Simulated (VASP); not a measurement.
# Al2Cu (I4/mcm) in VASP: further runs

Al2Cu is run at these levels: LDA, RPBE; tasks: single point.

Everything below comes from runs of VASP 6.6.1. Logs are shortened: lines on timing, memory, paths and dates and some standing lists are left out, and cuts for length are marked.

**1. The cell of the first run**

Symmetry: I4/mcm, No. 140, tetragonal system. Conventional cell: a = 6.067 Å, b = 6.067 Å, c = 4.877 Å, α = 90.00°, β = 90.00°, γ = 90.00°. Cu (site symmetry 422) has 2 Cu at 2.44 Å and 8 Al at 2.59 Å within 3.2 Å. Al (site symmetry m2m) has 4 Cu at 2.59 Å and 11 Al at 2.71 to 3.23 Å within 3.4 Å.

**2. Single point, LDA**

File INCAR:

```
ALGO = Fast ; EDIFF = 1E-6
ENCUT = 520 ; ISIF = 2
ISMEAR = -1 ; LASPH = T
LCHARG = F ; LREAL = F
LWAVE = F ; NBANDS = 26
NELM = 100 ; PREC = Accurate
SIGMA = 0.05
```

File KPOINTS:

```
k-points
0
Gamma
  7 7 7
```

File POSCAR:

```
Al2Cu
1.0
   -3.0335000000      3.0335000000      2.4385000000
    3.0335000000     -3.0335000000      2.4385000000
    3.0335000000      3.0335000000     -2.4385000000
Cu Al
2 4
Direct
    0.2500000000      0.2500000000      0.0000000000
    0.7500000000      0.7500000000      0.0000000000
    0.3419000000      0.1581000000      0.5000000000
    0.8419000000      0.3419000000      0.1838000000
    0.6581000000      0.8419000000      0.5000000000
    0.1581000000      0.6581000000      0.8162000000
```

Potentials or basis: VASP PAW LDA potentials, release 64 (Cu, Al).

Started as:

```
> cat potpaw_LDA.64/Cu/POTCAR potpaw_LDA.64/Al/POTCAR > POTCAR
> mpirun -np 1 vasp_std > vasp.out
```

OUTCAR:

```text
EDIFF = 1E-6
   ENCUT = 520
   ISIF = 2
   ISMEAR = -1
   LASPH = T
   LREAL = F
   NELM = 100
   PREC = Accurate

 ion  position               nearest neighbor table
   1  0.250  0.250  0.000-   2 2.44   2 2.44   6 2.59   4 2.59   6 2.59   4 2.59   3 2.59   3 2.59
                             5 2.59   5 2.59
   2  0.750  0.750  0.000-   1 2.44   1 2.44   6 2.59   4 2.59   6 2.59   4 2.59   5 2.59   5 2.59
                             3 2.59   3 2.59
   3  0.342  0.158  0.500-   1 2.59   1 2.59   2 2.59   2 2.59   5 2.71   5 2.90   5 2.90   6 3.10
                             4 3.10   6 3.10   4 3.10   6 3.23   4 3.23   4 3.23   6 3.23
   4  0.842  0.342  0.184-   1 2.59   2 2.59   2 2.59   1 2.59   6 2.71   6 2.90   6 2.90   3 3.10
                             5 3.10   3 3.10   5 3.10   3 3.23   5 3.23   3 3.23   5 3.23
   5  0.658  0.842  0.500-   2 2.59   2 2.59   1 2.59   1 2.59   3 2.71   3 2.90   3 2.90   6 3.10
                             4 3.10   6 3.10   4 3.10   6 3.23   4 3.23   6 3.23   4 3.23
   6  0.158  0.658  0.816-   1 2.59   2 2.59   2 2.59   1 2.59   4 2.71   4 2.90   4 2.90   3 3.10
                             5 3.10   5 3.10   3 3.10   3 3.23   5 3.23   3 3.23   5 3.23

  LATTYP: Found a body centered tetragonal cell.
 ALAT       =     6.0670000000
 C/A-ratio  =     0.8038569309

  Lattice vectors:

 A1 = (  -3.0335000000,   3.0335000000,   2.4385000000)
 A2 = (   3.0335000000,  -3.0335000000,   2.4385000000)
 A3 = (   3.0335000000,   3.0335000000,  -2.4385000000)

Analysis of symmetry for initial positions (statically):
=====================================================================
 Subroutine PRICEL returns:
 Original cell was already a primitive cell.

 Routine SETGRP: Setting up the symmetry group for a
 body centered tetragonal supercell.

 Subroutine GETGRP returns: Found 16 space group operations
 (whereof  8 operations were pure point group operations)
 out of a pool of 16 trial point group operations.

The static configuration has the point symmetry C_4h.
 The point group associated with its full space group is D_4h.

Analysis of symmetry for dynamics (positions and initial velocities):
=====================================================================
 Subroutine PRICEL returns:
 Original cell was already a primitive cell.

 Routine SETGRP: Setting up the symmetry group for a
 body centered tetragonal supercell.

 Subroutine GETGRP returns: Found 16 space group operations
 (whereof  8 operations were pure point group operations)
 out of a pool of 16 trial point group operations.

The dynamic configuration has the point symmetry C_4h.
 The point group associated with its full space group is D_4h.

 Subroutine INISYM returns: Found 16 space group operations
 (whereof  8 operations are pure point group operations),
 and found     1 'primitive' translations

----------------------------------------------------------------------------------------

                                     Primitive cell

  volume of cell :      89.7575

  direct lattice vectors                    reciprocal lattice vectors
    -3.033500000  3.033500000  2.438500000     0.000000000  0.164826108  0.205044084
     3.033500000 -3.033500000  2.438500000     0.164826108  0.000000000  0.205044084
     3.033500000  3.033500000 -2.438500000     0.164826108  0.164826108  0.000000000

  length of vectors
     4.934625290  4.934625290  4.934625290     0.263079309  0.263079309  0.233099318

  position of ions in fractional coordinates (direct lattice)
     0.250000000  0.250000000  0.000000000
     0.750000000  0.750000000  0.000000000
     0.341900000  0.158100000  0.500000000
     0.841900000  0.341900000  0.183800000
     0.658100000  0.841900000  0.500000000
     0.158100000  0.658100000  0.816200000

  ion indices of the primitive-cell ions
   primitive index   ion index
                 1           1
                 2           2
                 3           3
                 4           4
                 5           5
                 6           6

----------------------------------------------------------------------------------------

 KPOINTS: k-points

Automatic generation of k-mesh.
 Grid dimensions read from file:
 generate k-points for:    7    7    7

 Generating k-lattice:

  Cartesian coordinates                     Fractional coordinates (reciprocal lattice)
     0.000000000  0.023546587  0.029292012     0.142857143 -0.000000000  0.000000000
     0.023546587  0.000000000  0.029292012    -0.000000000  0.142857143  0.000000000
     0.023546587  0.023546587  0.000000000     0.000000000  0.000000000  0.142857143

  Length of vectors
     0.037582758  0.037582758  0.033299903

  Shift w.r.t. Gamma in fractional coordinates (k-lattice)
     0.000000000  0.000000000  0.000000000

 Subroutine IBZKPT returns following result:
 ===========================================

 Found     40 irreducible k-points:

 Following reciprocal coordinates:
            Coordinates               Weight
  0.000000  0.000000  0.000000      1.000000
  0.142857  0.000000  0.000000      8.000000
  0.285714  0.000000  0.000000      8.000000
  0.428571 -0.000000  0.000000      8.000000
  0.142857  0.142857  0.000000      8.000000
  0.285714  0.142857  0.000000     16.000000
[... 16 lines left out ...]
 -0.142857  0.285714  0.142857      8.000000
 -0.428571  0.428571  0.142857      8.000000
 [... further k-points ...]
   k-points           NKPTS =     40   k-points in BZ     NKDIM =     40   number of bands    NBANDS=     26
   number of dos      NEDOS =    301   number of ions     NIONS =      6
   total plane-waves  NPLWV =  64000
   dimension x,y,z NGX =    40 NGY =   40 NGZ =   40
   dimension x,y,z NGXF=    80 NGYF=   80 NGZF=   80
   ions per type =               2   4
   NGX,Y,Z   is equivalent  to a cutoff of  13.48, 13.48, 13.48 a.u.
   NGXF,Y,Z  is equivalent  to a cutoff of  26.95, 26.95, 26.95 a.u.
 SYSTEM =  unknown system
   PREC   = accura    normal or accurate (medium, high low for compatibility)
   ISTART =      0    job   : 0-new  1-cont  2-samecut
   ICHARG =      2    charge: 1-file 2-atom 10-const
   ISPIN  =      1    spin polarized calculation?
   LNONCOLLINEAR =      F non collinear calculations
   LSORBIT =      F    spin-orbit coupling
   LASPH  =      T    aspherical Exc in radial PAW
   ENCUT  =  520.0 eV  38.22 Ry    6.18 a.u.   9.18  9.18  9.18*2*pi/ulx,y,z
   NELM   =    100;   NELMIN=  2; NELMDL= -5     # of ELM steps
   EDIFF  = 0.1E-05   stopping-criterion for ELM
   LREAL  =      F    real-space projection
   EDIFFG = 0.1E-04   stopping-criterion for IOM
   NSW    =      0    number of steps for IOM
   IBRION =     -1    ionic relax: 0-MD 1-quasi-New 2-CG
   NFREE  =      0    steps in history (QN), initial steepest desc. (CG)
   ISIF   =      2    stress and relaxation
   ISYM   =      2    0-nonsym 1-usesym 2-fastsym
   POTIM  = 0.5000    time-step for ionic-motion
   TEBEG  =    0.0;   TEEND  =   0.0 temperature during run
   PSTRESS=    0.0 pullay stress
   NELECT =      34.0000    total number of electrons
   NUPDOWN=      -1.0000    fix difference up-down
   EMIN   =  10.00;   EMAX   =-10.00  energy-range for DOS
   EFERMI =   0.00;   METHOD = LEGACY
   ISMEAR =    -1;   SIGMA  =   0.05  broadening in eV -4-tet -1-fermi 0-gaus
   EFERMI_NEDOS =   21; number of points for ismear=-14 and -15
   IALGO  =     68    algorithm
   IMIX   =      4    mixing-type and parameters
     AMIX     =   0.40;   BMIX     =  1.00
     AMIX_MAG =   1.60;   BMIX_MAG =  1.00
  volume/ion in A,a.u.               =      14.96       100.95
  Fermi-wavevector in a.u.,A,eV,Ry     =   1.184525  2.238428 19.090326  1.403099
  Thomas-Fermi vector in A             =   2.320737
   LORBIT       =      0    0 simple, 1 ext, 2 COOP (PROOUT), +10 PAW based schemes
   GGA     = CA    functional components
   LHFCALC =     F    Hartree Fock is set to
   AEXX    =    0.0000 exact exchange contribution
   IVDW    =     0    specifies the selected vdW correction
   LEPSILON=     F    determine dielectric tensor
   LRPA    =     F    only Hartree local field effects (RPA)
 non-spin polarized calculation
 RMM-DIIS sequential band-by-band and
  energy-cutoff  :      520.00
  volume of cell :       89.76
 maximum number of plane-waves:      2431
 NGX is ok and might be reduce to    40
   NGX = 19   NGY = 19   NGZ = 19

 number of electron      33.9999978 magnetization

 Free energy of the ion-electron system (eV)
  ---------------------------------------------------
  ext. energy  EPLUGINS =         0.00000000
  ---------------------------------------------------
  free energy    TOTEN  =       -27.18703245 eV

  energy without entropy =      -27.17743285  energy(sigma->0) =      -27.18223265

 E-fermi :   7.7940     XC(G=0): -11.0416

 val. band max:        7.6457232010   @ k =  -0.1429  -0.2857   0.1429
 cond. band min:       7.7965738121   @ k =  -0.2857  -0.4286   0.2857
 fundamental gap:      0.1508506111
 Fermi energy:         7.7939578197

 k-point     1 :       0.0000    0.0000    0.0000
  band No.  band energies     occupation
      1      -2.9725      2.00000
      2       2.3888      2.00000
      3       2.5868      2.00000
      4       2.5868      2.00000
      5       2.5915      2.00000
      6       3.4783      2.00000
[... 18 lines left out ...]
     25      12.9194      0.00000
     26      13.5038      0.00000

 k-point     2 :       0.1429    0.0000    0.0000
  band No.  band energies     occupation
      1      -2.7601      2.00000
      2       2.3742      2.00000
      3       2.5242      2.00000
      4       2.5785      2.00000
      5       2.6401      2.00000
      6       3.4434      2.00000
[... 18 lines left out ...]
     25      13.1518      0.00000
[... 608 lines left out ...]
     25      13.8590      0.00000
     26      14.2136      0.00000

 k-point    24 :      -0.4286    0.4286    0.1429
  band No.  band energies     occupation
      1      -1.3413      2.00000
      2      -0.2229      2.00000
      3       2.4512      2.00000
      4       2.6154      2.00000
      5       2.8967      2.00000
      6       2.9982      2.00000
[... 18 lines left out ...]
     25      13.6630      0.00000
     26      13.8746      0.00000

 [... further k-points ...]

------------------------ aborting loop because EDIFF is reached ----------------------------------------

  FORCE on cell =-STRESS in cart. coord.  units (eV):
  Direction    XX          YY          ZZ          XY          YZ          ZX
  --------------------------------------------------------------------------------------
  -------------------------------------------------------------------------------------
  Total       -3.3232397     -3.3232397     -3.2426240      0.0000000      0.0000000      0.0000000
  in kB      -59.3200492    -59.3200492    -57.8810538      0.0000000      0.0000000      0.0000000
  external PRESSURE =     -58.8403841 kB  Pullay stress =       0.0000000 kB

 VOLUME and BASIS-vectors are now :
 -----------------------------------------------------------------------------
  energy-cutoff  :      520.00
  volume of cell :       89.76
      direct lattice vectors                 reciprocal lattice vectors
    -3.033500000  3.033500000  2.438500000     0.000000000  0.164826108  0.205044084
     3.033500000 -3.033500000  2.438500000     0.164826108  0.000000000  0.205044084
     3.033500000  3.033500000 -2.438500000     0.164826108  0.164826108  0.000000000

 POSITION                                       TOTAL-FORCE (eV/Angst)
 -----------------------------------------------------------------------------------
      0.00000      0.00000      1.21925        -0.000000      0.000000      0.000000
      0.00000      0.00000      3.65775        -0.000000      0.000000      0.000000
      0.95919      2.07431      0.00000         0.069109     -0.069109      0.000000
     -0.95919      2.07431      2.43850        -0.069109     -0.069109      0.000000
      2.07431      0.95919      2.43850        -0.069109      0.069109     -0.000000
      3.99269      0.95919     -0.00000         0.069109      0.069109     -0.000000
 -----------------------------------------------------------------------------------
    total drift:                               -0.000000     -0.000000      0.000000

  FREE ENERGIE OF THE ION-ELECTRON SYSTEM (eV)
  ---------------------------------------------------
  free  energy   TOTEN  =       -27.1870324517 eV

  energy  without entropy=      -27.1774328450  energy(sigma->0) =      -27.18223265
```

Run time: 2.2 min. Hardware: 1 thread of Intel Xeon Platinum 8488C (Sapphire Rapids), shared host; peak memory 0.24 GiB.

Results:

* Free energy: -27.1870 eV
* Pressure: -5.9 GPa
* Largest force: 0.098 eV/Å
* Band gap on the k mesh: zero (bands 17 and 18 overlap by 3.70 eV)

Forces on the atoms (eV/Å):
```
Cu   0.000  0.000  0.000
Cu   0.000  0.000  0.000
Al   0.069 -0.069  0.000
Al  -0.069 -0.069  0.000
Al  -0.069  0.069  0.000
Al   0.069  0.069  0.000
```

Stress tensor (GPa, compression positive):
```
-5.93  0.00  0.00
 0.00 -5.93  0.00
 0.00  0.00 -5.79
```

Levels at points of the mesh, in eV from the Fermi level:
```csv
k point,band 14,band 15,band 16,band 17,band 18,band 19,band 20,band 21
"(0.00, 0.00, 0.00)",-2.07,-1.39,-1.22,-1.22,-0.89,-0.53,0.01,1.31
```

Caveat: the cell stands under tension.

**3. Single point, RPBE**

File INCAR:

```
  PREC = Accurate
  ENCUT = 520
  EDIFF = 1E-6
  ISMEAR = -1
  SIGMA = 0.05
  LREAL = False
  LASPH = True
  NELM = 100
  ALGO = Fast
  ISIF = 2
  LWAVE = False
  LCHARG = True
  GGA = RP
  LELF = True
  LVHAR = True
  NBANDS = 26
```

File KPOINTS:

```
regular mesh
0
Gamma
  7 7 7
```

POSCAR is that of step 2.

Potentials or basis: VASP PAW PBE potentials, release 64 (Cu, Al).

Started as:

```
> cat potpaw_PBE.64/Cu/POTCAR potpaw_PBE.64/Al/POTCAR > POTCAR
> mpirun -np 1 vasp_std > vasp.out
```

It took 3 min on 1 thread of Intel Xeon Platinum 8488C (Sapphire Rapids), shared host; peak memory 0.28 GiB.

The run converged. Its results:

```
Free energy            : -21.4143 eV
Pressure               : 2.1 GPa
Largest force          : 0.030 eV/Å
Band gap on the k mesh : zero (bands 17 and 18 overlap by 3.67 eV)
```

Forces in eV/Å, atoms in the order of the input:
```
Cu   0.000  0.000  0.000
Cu   0.000  0.000  0.000
Al  -0.021  0.021  0.000
Al   0.021  0.021  0.000
Al   0.021 -0.021  0.000
Al  -0.021 -0.021  0.000
```

Stress tensor (GPa, compression positive):
```
1.83 0.00 0.00
0.00 1.83 0.00
0.00 0.00 2.56
```

Levels at points of the mesh, in eV from the Fermi level:
```csv
k point,band 15,band 16,band 17,band 18,band 19,band 20
"(0.00, 0.00, 0.00)",-1.39,-1.27,-1.27,-0.93,-0.42,-0.06
```

Caveat: the PAW data sets were made with another functional, which shifts forces and pressure a little.
